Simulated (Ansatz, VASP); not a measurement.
## NaF: VASP beside Ansatz

File INCAR:

```
SYSTEM = NaF
ALGO = Normal
EDIFF = 1E-6
ENCUT = 600
GGA = PE
GGA_COMPAT = .False.
ISIF = 2
ISMEAR = 0
LASPH = .True.
LCHARG = .False.
LREAL = .False.
LWAVE = .False.
NBANDS = 14
NELM = 120
PREC = Accurate
SIGMA = 0.05
```

The input KPOINTS:

```
k-points
0
Gamma
  8 8 8
  0 0 0
```

Contents of POSCAR:

```
NaF
1.0
    0.0000000000      2.3233000000      2.3233000000
    2.3233000000      0.0000000000      2.3233000000
    2.3233000000      2.3233000000      0.0000000000
Na F
1 1
Direct
    0.0155315249      0.0155315249      0.0155315249
    0.5000000000      0.5000000000      0.5000000000
```

Input for Ansatz:

```yaml
crystal:
  lattice:
    - [0.0, 2.3233, 2.3233]
    - [2.3233, 0.0, 2.3233]
    - [2.3233, 2.3233, 0.0]
  atoms:
    - { symbol: Na, position: [0.0155315249, 0.0155315249, 0.0155315249] }
    - { symbol: F, position: [0.5, 0.5, 0.5] }
basis:
  ecutwfc: 420
kpoints:
  mp_grid: { grid: [8, 8, 8] }
hamiltonian:
  xc: pbe
scf:
  occupations: { method: gaussian, width: 0.05 }
output:
  forces: true
  stress: true
  eigenvalues: true
```

Change from the starting cell: all Na atoms moved +0.125 Å, as atom 1 along Cartesian [1 1 1].

Alike in both runs: task single point; functional PBE; k mesh 8 × 8 × 8; occupations gaussian, width 0.05 eV; no spin polarisation.

|  | VASP | Ansatz |
| --- | --- | --- |
| version | VASP 6.6.1 | Ansatz 0.2.0 |
| potentials or method | VASP PAW PBE potentials, release 64 (Na_pv, F), cutoff 600 eV | scalar-relativistic, plane waves, PAW |
| valence electrons in the cell | 14 | 16 |

VASP gave:

| Quantity | Value |
| --- | --- |
| gap on the k mesh at the Fermi level (eV) | 6.26 |
| least direct gap on the mesh (eV) | 6.26 |
| pressure (GPa) | 1.9 |
| traceless stress, the component that is largest in VASP (GPa) | -0.14 |
| rms of the force components (eV/Å) | 0.168 |

**Question.** What did Ansatz give for the same quantities?

**Answer.** gap on the k mesh at the Fermi level (eV): 6.27; least direct gap on the mesh (eV): 6.27; pressure (GPa): 2.1; traceless stress, the component that is largest in VASP (GPa): -0.13; rms of the force components (eV/Å): 0.163.

Atom by atom the forces differ by 0.005 eV/Å (rms over components). VASP's potentials hold 14 valence electrons a cell and Ansatz's 16, so a difference there can come from the potentials and not from the codes.
